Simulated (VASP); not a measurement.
# Pt (Fm-3m) in VASP: settings compared

Pt is run at these levels: RPBE, revPBE, BLYP, r2SCAN; tasks: single point.

Everything below comes from runs of VASP 6.6.1. Logs are shortened: lines on timing, memory, paths and dates and some standing lists are left out, and cuts for length are marked.

## 1. The cell of the first run

Symmetry: Fm-3m, No. 225, cubic system. The conventional cell has a = 3.922 Å, b = 3.922 Å, c = 3.922 Å, α = 90.00°, β = 90.00°, γ = 90.00°. Pt (site symmetry m-3m) has 12 Pt at 2.77 Å within 3.7 Å.

## 2. Single point, RPBE

INCAR

```
PREC = Accurate
ENCUT = 520
EDIFF = 1E-6
ISMEAR = -1
SIGMA = 0.05
LREAL = False
LASPH = True
NELM = 100
ALGO = Fast
ISIF = 2
LWAVE = False
LCHARG = False
GGA = RP
NBANDS = 11
```

KPOINTS

```
Automatic mesh
0
Gamma
  7 7 7
```

POSCAR

```
Pt
1.0
    0.0000000000      1.9609000000      1.9609000000
    1.9609000000      0.0000000000      1.9609000000
    1.9609000000      1.9609000000      0.0000000000
Pt
1
Direct
    0.0000000000      0.0000000000      0.0000000000
```

Potentials or basis: VASP PAW PBE potentials, release 64 (Pt).

Launch:

```console
cat potpaw_PBE.64/Pt/POTCAR > POTCAR
mpirun -np 1 vasp_std > vasp.out
```

OUTCAR:

```text
PREC = Accurate
   ENCUT = 520
   EDIFF = 1E-6
   ISMEAR = -1
   LREAL = False
   LASPH = True
   NELM = 100
   ISIF = 2
   GGA = RP

 ion  position               nearest neighbor table
   1  0.000  0.000  0.000-

  LATTYP: Found a face centered cubic cell.
 ALAT       =     3.9218000000

  Lattice vectors:

 A1 = (   0.0000000000,   1.9609000000,   1.9609000000)
 A2 = (   1.9609000000,   0.0000000000,   1.9609000000)
 A3 = (   1.9609000000,   1.9609000000,   0.0000000000)

Analysis of symmetry for initial positions (statically):
=====================================================================
 Subroutine PRICEL returns:
 Original cell was already a primitive cell.

 Routine SETGRP: Setting up the symmetry group for a
 face centered cubic supercell.

 Subroutine GETGRP returns: Found 48 space group operations
 (whereof 48 operations were pure point group operations)
 out of a pool of 48 trial point group operations.

The static configuration has the point symmetry O_h .

Analysis of symmetry for dynamics (positions and initial velocities):
=====================================================================
 Subroutine PRICEL returns:
 Original cell was already a primitive cell.

 Routine SETGRP: Setting up the symmetry group for a
 face centered cubic supercell.

 Subroutine GETGRP returns: Found 48 space group operations
 (whereof 48 operations were pure point group operations)
 out of a pool of 48 trial point group operations.

The dynamic configuration has the point symmetry O_h .

 Subroutine INISYM returns: Found 48 space group operations
 (whereof 48 operations are pure point group operations),
 and found     1 'primitive' translations

----------------------------------------------------------------------------------------

                                     Primitive cell

  volume of cell :      15.0798

  direct lattice vectors                    reciprocal lattice vectors
     0.000000000  1.960900000  1.960900000    -0.254984956  0.254984956  0.254984956
     1.960900000  0.000000000  1.960900000     0.254984956 -0.254984956  0.254984956
     1.960900000  1.960900000  0.000000000     0.254984956  0.254984956 -0.254984956

  length of vectors
     2.773131374  2.773131374  2.773131374     0.441646899  0.441646899  0.441646899

  position of ions in fractional coordinates (direct lattice)
     0.000000000  0.000000000  0.000000000

  ion indices of the primitive-cell ions
[... 74 lines left out ...]
   NFREE  =      0    steps in history (QN), initial steepest desc. (CG)
   ISIF   =      2    stress and relaxation
   ISYM   =      2    0-nonsym 1-usesym 2-fastsym
   POTIM  = 0.5000    time-step for ionic-motion
   TEBEG  =    0.0;   TEEND  =   0.0 temperature during run
   PSTRESS=    0.0 pullay stress
   NELECT =      10.0000    total number of electrons
   NUPDOWN=      -1.0000    fix difference up-down
   EMIN   =  10.00;   EMAX   =-10.00  energy-range for DOS
   EFERMI =   0.00;   METHOD = LEGACY
   ISMEAR =    -1;   SIGMA  =   0.05  broadening in eV -4-tet -1-fermi 0-gaus
   EFERMI_NEDOS =   21; number of points for ismear=-14 and -15
   IALGO  =     68    algorithm
   IMIX   =      4    mixing-type and parameters
     AMIX     =   0.40;   BMIX     =  1.00
     AMIX_MAG =   1.60;   BMIX_MAG =  1.00
  volume/ion in A,a.u.               =      15.08       101.76
  Fermi-wavevector in a.u.,A,eV,Ry     =   1.427609  2.697791 27.729605  2.038068
  Thomas-Fermi vector in A             =   2.547760
   LORBIT       =      0    0 simple, 1 ext, 2 COOP (PROOUT), +10 PAW based schemes
   GGA     = RP    functional components
   LHFCALC =     F    Hartree Fock is set to
   AEXX    =    0.0000 exact exchange contribution
   IVDW    =     0    specifies the selected vdW correction
   LEPSILON=     F    determine dielectric tensor
   LRPA    =     F    only Hartree local field effects (RPA)
 non-spin polarized calculation
 RMM-DIIS sequential band-by-band and
  energy-cutoff  :      520.00
  volume of cell :       15.08
 maximum number of plane-waves:       418
 NGX is ok and might be reduce to    24
   NGX = 11   NGY = 11   NGZ = 11

 number of electron      10.0000000 magnetization

 Free energy of the ion-electron system (eV)
  ---------------------------------------------------
  ext. energy  EPLUGINS =         0.00000000
  ---------------------------------------------------
  free energy    TOTEN  =        -5.39958294 eV

  energy without entropy =       -5.37966022  energy(sigma->0) =       -5.38962158

 E-fermi :  11.4700     XC(G=0): -13.4282

 val. band max:       11.3850289928   @ k =   0.4286   0.1429   0.0000
 cond. band min:      11.4771926754   @ k =   0.4286   0.2857   0.0000
 fundamental gap:      0.0921636826
 Fermi energy:        11.4700008555

 k-point     1 :       0.0000    0.0000    0.0000
  band No.  band energies     occupation
      1       1.1634      2.00000
      2       7.5976      2.00000
      3       7.5976      2.00000
      4       7.5976      2.00000
      5       9.7520      2.00000
      6       9.7520      2.00000
      7      25.9543      0.00000
      8      30.9531      0.00000
      9      30.9531      0.00000
     10      30.9531      0.00000
     11      36.2764      0.00000
[... 253 lines left out ...]
 k-point    20 :      -0.2857    0.4286    0.1429
  band No.  band energies     occupation
      1       5.6834      2.00000
      2       6.3107      2.00000
      3       7.4106      2.00000
      4       9.5221      2.00000
      5      11.5142      0.58512
      6      17.2330      0.00000
      7      19.3423      0.00000
      8      20.8715      0.00000
      9      24.7269      0.00000
     10      33.5208      0.00000
     11      36.6473      0.00000

------------------------ aborting loop because EDIFF is reached ----------------------------------------

  FORCE on cell =-STRESS in cart. coord.  units (eV):
  Direction    XX          YY          ZZ          XY          YZ          ZX
  --------------------------------------------------------------------------------------
  -------------------------------------------------------------------------------------
  Total        1.4472260      1.4472260      1.4472260      0.0000000      0.0000000      0.0000000
  in kB      153.7625586    153.7625586    153.7625586      0.0000000      0.0000000      0.0000000
  external PRESSURE =     153.7625586 kB  Pullay stress =       0.0000000 kB

 VOLUME and BASIS-vectors are now :
 -----------------------------------------------------------------------------
  energy-cutoff  :      520.00
  volume of cell :       15.08
      direct lattice vectors                 reciprocal lattice vectors
     0.000000000  1.960900000  1.960900000    -0.254984956  0.254984956  0.254984956
     1.960900000  0.000000000  1.960900000     0.254984956 -0.254984956  0.254984956
     1.960900000  1.960900000  0.000000000     0.254984956  0.254984956 -0.254984956

 POSITION                                       TOTAL-FORCE (eV/Angst)
 -----------------------------------------------------------------------------------
      0.00000      0.00000      0.00000        -0.000000      0.000000     -0.000000
 -----------------------------------------------------------------------------------
    total drift:                               -0.000000      0.000000     -0.000000

  FREE ENERGIE OF THE ION-ELECTRON SYSTEM (eV)
  ---------------------------------------------------
  free  energy   TOTEN  =        -5.3995829431 eV

  energy  without entropy=       -5.3796602229  energy(sigma->0) =       -5.38962158
```

stdout:

```text
POSCAR found type information on POSCAR Pt
 POSCAR found :  1 types and       1 ions
 scaLAPACK will be used
 -----------------------------------------------------------------------------
|                                                                             |
|                                                                             |
|     You enforced a specific xc type in the INCAR file but a different       |
|     I HOPE YOU KNOW WHAT YOU ARE DOING!                                     |
|                                                                             |
 -----------------------------------------------------------------------------

 LDA part: xc-table for (Slater+PW92), standard interpolation
 POSCAR, INCAR and KPOINTS ok, starting setup
 FFT: planning ... GRIDC
 FFT: planning ... GRID_SOFT
 FFT: planning ... GRID
 WAVECAR not read
 entering main loop
```

Run time: 4.5 s. Hardware: 1 thread of Intel Xeon 8259CL, shared host; peak memory 0.14 GiB.

What came out:

```
Free energy            : -5.3996 eV
Pressure               : 15.4 GPa
Band gap on the k mesh : zero (band 5 reaches 11.65 eV, above the bottom of band 6 at 9.64 eV)
```

Caveat: the k points lie up to 0.40 Å⁻¹ apart; the PAW data sets were made with another functional, which shifts forces and pressure a little; spin-orbit coupling is left out, which moves the levels of the heavy elements.

## 3. Single point, revPBE

INCAR

```
SYSTEM = Pt
ALGO     = Normal         ! electronic algorithm
EDIFF    = 1E-7           ! SCF threshold, eV
ENCUT    = 520            ! plane-wave cutoff, eV
GGA      = RE             ! functional
ISIF     = 2              ! what is computed and relaxed
ISMEAR   = -1             ! smearing method
LASPH    = .TRUE.         ! aspherical terms in the spheres
LCHARG   = .FALSE.        ! write CHGCAR
LREAL    = .FALSE.        ! projectors in reciprocal space
LWAVE    = .FALSE.        ! write WAVECAR
NBANDS   = 11             ! bands
NELM     = 60             ! most SCF steps
PREC     = Accurate       ! precision mode
SIGMA    = 0.05           ! smearing width, eV
```

KPOINTS

```
k-points
0
G
  7 7 7
  0 0 0
```

POSCAR is that of step 2.

Potentials or basis: VASP PAW PBE potentials, release 64 (Pt).

Launch:

```console
cat potpaw_PBE.64/Pt/POTCAR > POTCAR
mpirun -np 1 vasp_std > vasp.out
```

OUTCAR:

```text
SYSTEM = Pt
   EDIFF = 1E-7
   ENCUT = 520
   GGA = RE
   ISIF = 2
   ISMEAR = -1
   LASPH = .TRUE.
   LREAL = .FALSE.
   NELM = 60
   PREC = Accurate

 ion  position               nearest neighbor table
   1  0.000  0.000  0.000-

  LATTYP: Found a face centered cubic cell.
 ALAT       =     3.9218000000

  Lattice vectors:

 A1 = (   0.0000000000,   1.9609000000,   1.9609000000)
 A2 = (   1.9609000000,   0.0000000000,   1.9609000000)
 A3 = (   1.9609000000,   1.9609000000,   0.0000000000)

Analysis of symmetry for initial positions (statically):
=====================================================================
 Subroutine PRICEL returns:
 Original cell was already a primitive cell.

 Routine SETGRP: Setting up the symmetry group for a
 face centered cubic supercell.

 Subroutine GETGRP returns: Found 48 space group operations
 (whereof 48 operations were pure point group operations)
 out of a pool of 48 trial point group operations.

The static configuration has the point symmetry O_h .

Analysis of symmetry for dynamics (positions and initial velocities):
[... 158 lines left out ...]

 k-point     1 :       0.0000    0.0000    0.0000
  band No.  band energies     occupation
      1       1.1307      2.00000
      2       7.5724      2.00000
      3       7.5724      2.00000
      4       7.5724      2.00000
      5       9.7300      2.00000
      6       9.7300      2.00000
      7      25.9375      0.00000
      8      30.9301      0.00000
      9      30.9301      0.00000
     10      30.9301      0.00000
     11      36.2563      0.00000
[... 253 lines left out ...]
 k-point    20 :      -0.2857    0.4286    0.1429
  band No.  band energies     occupation
      1       5.6583      2.00000
      2       6.2848      2.00000
      3       7.3850      2.00000
      4       9.4992      2.00000
      5      11.4915      0.58853
      6      17.2004      0.00000
      7      19.3147      0.00000
      8      20.8428      0.00000
      9      24.7018      0.00000
     10      33.4997      0.00000
     11      36.6290      0.00000

------------------------ aborting loop because EDIFF is reached ----------------------------------------

  FORCE on cell =-STRESS in cart. coord.  units (eV):
  Direction    XX          YY          ZZ          XY          YZ          ZX
  --------------------------------------------------------------------------------------
  -------------------------------------------------------------------------------------
  Total        1.3341080      1.3341080      1.3341080      0.0000000      0.0000000      0.0000000
  in kB      141.7441765    141.7441765    141.7441765      0.0000000      0.0000000      0.0000000
  external PRESSURE =     141.7441765 kB  Pullay stress =       0.0000000 kB

 VOLUME and BASIS-vectors are now :
 -----------------------------------------------------------------------------
  energy-cutoff  :      520.00
  volume of cell :       15.08
      direct lattice vectors                 reciprocal lattice vectors
     0.000000000  1.960900000  1.960900000    -0.254984956  0.254984956  0.254984956
     1.960900000  0.000000000  1.960900000     0.254984956 -0.254984956  0.254984956
     1.960900000  1.960900000  0.000000000     0.254984956  0.254984956 -0.254984956

 POSITION                                       TOTAL-FORCE (eV/Angst)
 -----------------------------------------------------------------------------------
      0.00000      0.00000      0.00000         0.000000      0.000000      0.000000
 -----------------------------------------------------------------------------------
    total drift:                               -0.000000      0.000000     -0.000000

  FREE ENERGIE OF THE ION-ELECTRON SYSTEM (eV)
  ---------------------------------------------------
  free  energy   TOTEN  =        -5.5245431748 eV

  energy  without entropy=       -5.5045728799  energy(sigma->0) =       -5.51455803
```

OSZICAR:

```text
N       E                     dE             d eps       ncg     rms          rms(c)
DAV:   1     0.402747492947E+02    0.40275E+02   -0.54433E+03   456   0.839E+02
DAV:   2    -0.529261258205E+01   -0.45567E+02   -0.43591E+02   514   0.179E+02
DAV:   3    -0.584413476416E+01   -0.55152E+00   -0.54657E+00   491   0.186E+01
DAV:   4    -0.584616358380E+01   -0.20288E-02   -0.20287E-02   509   0.136E+00
DAV:   5    -0.584617982851E+01   -0.16245E-04   -0.16246E-04   518   0.112E-01    0.130E+01
DAV:   6    -0.555835322097E+01    0.28783E+00   -0.67339E-01   479   0.643E+00    0.714E+00
DAV:   7    -0.552733280769E+01    0.31020E-01   -0.96858E-02   509   0.248E+00    0.264E+00
DAV:   8    -0.552460646006E+01    0.27263E-02   -0.17355E-03   493   0.342E-01    0.229E-01
DAV:   9    -0.552453870842E+01    0.67752E-04   -0.35346E-04   509   0.150E-01    0.263E-02
DAV:  10    -0.552454277114E+01   -0.40627E-05   -0.80645E-06   506   0.277E-02    0.104E-02
DAV:  11    -0.552454317972E+01   -0.40857E-06   -0.16223E-07   466   0.325E-03    0.560E-04
DAV:  12    -0.552454317475E+01    0.49624E-08   -0.37278E-09   268   0.589E-04
   1 F= -.55245432E+01 E0= -.55145580E+01  d E =-.199703E-01
```

stdout:

```text
POSCAR found type information on POSCAR Pt
 POSCAR found :  1 types and       1 ions
 scaLAPACK will be used
 -----------------------------------------------------------------------------
|                                                                             |
|                                                                             |
|     You enforced a specific xc type in the INCAR file but a different       |
|     I HOPE YOU KNOW WHAT YOU ARE DOING!                                     |
|                                                                             |
 -----------------------------------------------------------------------------

 LDA part: xc-table for (Slater+PW92), standard interpolation
 POSCAR, INCAR and KPOINTS ok, starting setup
 FFT: planning ... GRIDC
 FFT: planning ... GRID_SOFT
 FFT: planning ... GRID
 WAVECAR not read
 entering main loop
```

Run time: 4.7 s. Hardware: 1 thread of Intel Xeon 8259CL, shared host; peak memory 0.14 GiB.

Results:

```
Free energy            : -5.5245 eV
Pressure               : 14.2 GPa
Band gap on the k mesh : zero (band 5 reaches 11.63 eV, above the bottom of band 6 at 9.62 eV)
```

Levels at points of the mesh, in eV from the Fermi level:
```tsv
k point	band 3	band 4	band 5	band 6	band 7	band 8
(0.00, 0.00, 0.00)	-3.88	-3.88	-1.72	-1.72	14.49	19.48
```

Caveat: the k points lie up to 0.40 Å⁻¹ apart; the PAW data sets were made with another functional, which shifts forces and pressure a little; spin-orbit coupling is left out, which moves the levels of the heavy elements.

(Part 1 of 2 ends here.)
